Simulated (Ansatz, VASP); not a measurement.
**One calculation of ZrSe2, two programs**

The input POSCAR:

```
ZrSe2
1.0
    3.9017556914      0.0000000000      0.0000000000
   -1.9508778457      3.3790195481      0.0000000000
    0.0000000000      0.0000000000      6.0873617549
Zr Se
1 2
Direct
    0.0000000000      0.0000000000      0.0000000000
    0.3333333333      0.6666666667      0.2491258080
    0.6666666667      0.3333333333      0.7508741920
```

INCAR.step1

```
SYSTEM = ZrSe2
  PREC = Accurate
  ENCUT = 400
  EDIFF = 1E-5
  ISMEAR = 0
  SIGMA = 0.01
  LREAL = .FALSE.
  LASPH = .TRUE.
  NELM = 120
  ALGO = Normal
  ISIF = 2
  LWAVE = .TRUE.
  LCHARG = .FALSE.
  NBANDS = 19
  GGA = PE
  GGA_COMPAT = .FALSE.
  KPAR = 4
```

INCAR.step2

```
SYSTEM = ZrSe2
  PREC = Accurate
  ENCUT = 400
  EDIFF = 1E-6
  ISMEAR = 0
  SIGMA = 0.01
  LREAL = .FALSE.
  LASPH = .TRUE.
  NELM = 120
  ALGO = Normal
  ISIF = 2
  LWAVE = .FALSE.
  LCHARG = .FALSE.
  GGA = PE
  LHFCALC = .TRUE.
  HFSCREEN = 0.2079
  PRECFOCK = Normal
  NBANDS = 19
  ISTART = 1
  GGA_COMPAT = .FALSE.
  KPAR = 4
```

File KPOINTS:

```
Automatic mesh
0
G
  6 6 4
  0 0 0
```

Input for Ansatz:

```yaml
crystal:
  lattice:
    - [3.9017556914, 0.0, 0.0]
    - [-1.9508778457, 3.3790195481, 0.0]
    - [0.0, 0.0, 6.0873617549]
  atoms:
    - { symbol: Zr, position: [0.0, 0.0, 0.0] }
    - { symbol: Se, position: [0.3333333333, 0.6666666667, 0.249125808] }
    - { symbol: Se, position: [0.6666666667, 0.3333333333, 0.750874192] }
kpoints:
  mp_grid: { grid: [6, 6, 4] }
  band_path:
    path:
      - [0.0, 0.0, 0.0]
      - [0.5, 0.0, 0.0]
      - [0.3333333333, 0.3333333333, 0.0]
      - [0.0, 0.0, 0.5]
      - [0.5, 0.0, 0.5]
      - [0.3333333333, 0.3333333333, 0.5]
      - [0.0, 0.5, 0.5]
    npoints: 1
hamiltonian:
  xc: hse06
scf:
  occupations: { method: fixed }
  n_extra_bands: 4
output:
  forces: true
  stress: true
  eigenvalues: true
```

Change from the starting cell: epitaxial_xy strain +3.0%.

Alike in both runs: task single point; functional HSE06; k mesh 6 × 6 × 4; no spin polarisation.

|  | VASP | Ansatz |
| --- | --- | --- |
| version | VASP 6.6.1 | Ansatz 0.2.0 |
| potentials or method | VASP PAW PBE potentials, release 64 (Zr_sv, Se) | plane waves, PAW |
| plane-wave cutoff (eV) | 400 | 420 |
| occupations | gaussian, width 0.01 eV | fixed |
| valence electrons in the cell | 24 | 44 |

|  | VASP | Ansatz | Ansatz less VASP |
| --- | --- | --- | --- |
| gap on the k mesh at the Fermi level (eV) | 1.07 | 1.06 | -0.010 |
| pressure (GPa) | -2.3 | -2.1 | +0.16 |
| traceless stress, the component that is largest in VASP (GPa) | 2.81 | 2.82 | +0.006 |
| rms of the force components (eV/Å) | 0.069 | 0.062 | -0.0078 |

Atom by atom the forces differ by 0.008 eV/Å (rms over components). VASP's potentials hold 24 valence electrons a cell and Ansatz's 44, so a difference there can come from the potentials and not from the codes. Ansatz's warnings: stress exchange threshold loose, stress scf threshold loose.
